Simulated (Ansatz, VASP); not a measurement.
**B5W in VASP and in Ansatz**

```
B W
1.0
     2.95137    0.00000    0.00000
     0.00000    2.95137    0.00000
     0.00000    0.00000    6.00751
B W
5 1
Direct
  0.50000 0.50000 0.70429
  0.50000 0.50000 0.29571
  0.50000 0.00000 0.50000
  0.00000 0.50000 0.50000
  0.50000 0.50000 0.00000
  0.00000 0.00000 0.00000
```

Alike in both runs: functional PBE; k mesh 6 × 6 × 4; occupations gaussian, width 0.1 eV; no spin polarisation.

Ansatz relaxed the structure, and its values are those at the end. VASP's run is a single point on that final structure, the one shown.

|  | VASP | Ansatz |
| --- | --- | --- |
| version | VASP 6.6.1 | Ansatz 0.2.0 |
| potentials or method | VASP PAW PBE potentials, release 64 (B, W_sv), cutoff 520 eV | scalar-relativistic, plane waves, PAW |
| valence electrons in the cell | 29 | 29 |

|  | VASP | Ansatz | Ansatz less VASP |
| --- | --- | --- | --- |
| gap on the k mesh at the Fermi level (eV) | none | none | - |
| pressure (GPa) | 0.1 | -0.2 | -0.27 |
| rms of the force components (eV/Å) | 0.007 | 0.006 | -0.0010 |

A gap of «none» marks a metal or a gap that the smearing closes.

Neither program's run includes spin-orbit coupling.
